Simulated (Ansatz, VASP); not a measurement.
One calculation of Bi, two programs

The input INCAR:

```
SYSTEM = Bi
  PREC = Accurate
  ENCUT = 600
  EDIFF = 1E-6
  ISMEAR = -1
  SIGMA = 0.1
  LREAL = .False.
  LASPH = .True.
  NELM = 80
  ALGO = Normal
  ISIF = 3
  LWAVE = .False.
  LCHARG = .False.
  GGA = CA
  IBRION = 2
  NSW = 80
  EDIFFG = -0.01
```

File KPOINTS:

```
regular mesh
0
Gamma
  11 11 11
  0 0 0
```

The input POSCAR:

```
Bi
1.0
    0.0000000000      2.5158775227      2.5158775227
    2.5158775227      0.0000000000      2.5158775227
    2.5158775227      2.5158775227      0.0000000000
Bi
1
Direct
    0.0000000000      0.0000000000      0.0000000000
```

Input for Ansatz:

```yaml
crystal:
  lattice:
    - [0.0, 2.5158775227, 2.5158775227]
    - [2.5158775227, 0.0, 2.5158775227]
    - [2.5158775227, 2.5158775227, 0.0]
  atoms:
    - { symbol: Bi, position: [0.0, 0.0, 0.0] }
hamiltonian:
  xc: lda
  pseudopotentials:
    kind: paw
    azcp:
      Bi: "pseudopotentials/Bi.paw.azcp"
basis:
  ecutwfc: 420
  fft_grid_basis: typed
kpoints:
  mp_grid: { grid: [11, 11, 11], shift: [0, 0, 0] }
magnetization:
  spin_polarized: false
scf:
  occupations: { method: fermi_dirac, width: 0.1 }
relax:
  max_steps: 60
  f_tol: 0.01
  cell: {}
```

Alike in both runs: task relaxation of cell and atoms; functional LDA; k mesh 11 × 11 × 11; occupations fermi-dirac, width 0.1 eV; no spin polarisation.

```csv
,VASP,Ansatz
version,VASP 6.6.1,Ansatz 0.2.0
potentials or method,"VASP PAW LDA potentials, release 64 (Bi_d), cutoff 600 eV","plane waves (420 eV) with PAW, scalar-relativistic"
valence electrons in the cell,15,15
```

|  | VASP | Ansatz | Ansatz less VASP |
| --- | --- | --- | --- |
| relaxed volume (Å³/atom) | 29.59 | 29.53 | -0.058 |
| relaxed cell length with the largest relative difference (Å) | 3.472 | 3.470 | -0.0023 |

Ansatz warns that its potentials were made for another functional, while VASP's fit it. LDA's correlation is that of Perdew and Zunger in VASP and of Perdew and Wang (1992) in Ansatz.

Neither program's run includes spin-orbit coupling.
